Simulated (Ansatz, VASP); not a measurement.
## Two plane-wave programs on BN

```xyz
4
Lattice="2.3587 0.0023 -0.0380 -1.1774 1.9809 -0.0544 -0.1004 -0.2238 6.6971" Properties=species:S:1:pos:R:3 pbc="T T T"
B     0.0091    1.2876    1.4416
B     1.2093    0.5648    5.0621
N    -0.1337    1.1392    5.0460
N     1.0771    0.5271    1.6597
```

Change from the starting cell: all atoms moved at random (sigma 0.1 Å a component), cell strained at random (sigma 0.03).

Alike in both runs: task single point; functional PBE; dispersion D3(BJ); k mesh 12 × 12 × 4; occupations gaussian, width 0.05 eV; no spin polarisation.

```csv
,VASP,Ansatz
version,VASP 6.6.1,Ansatz 0.2.0
potentials or method,"VASP PAW PBE potentials, release 64 (B, N), cutoff 520 eV","scalar-relativistic, plane waves, PAW"
valence electrons in the cell,16,16
```

```tsv
	VASP	Ansatz	Ansatz less VASP
gap on the k mesh at the Fermi level (eV)	2.18	2.19	+0.014
least direct gap on the mesh (eV)	3.16	3.17	+0.011
pressure (GPa)	92.0	91.7	-0.35
traceless stress, the component that is largest in VASP (GPa)	-94.94	-94.31	+0.630
rms of the force components (eV/Å)	8.147	8.111	-0.0360
```

Atom by atom the forces differ by 0.046 eV/Å (rms over components). Both programs put the cell under a high pressure, so it lies far from rest at this level.

Noted on VASP's run: the cell as given lies far from equilibrium.
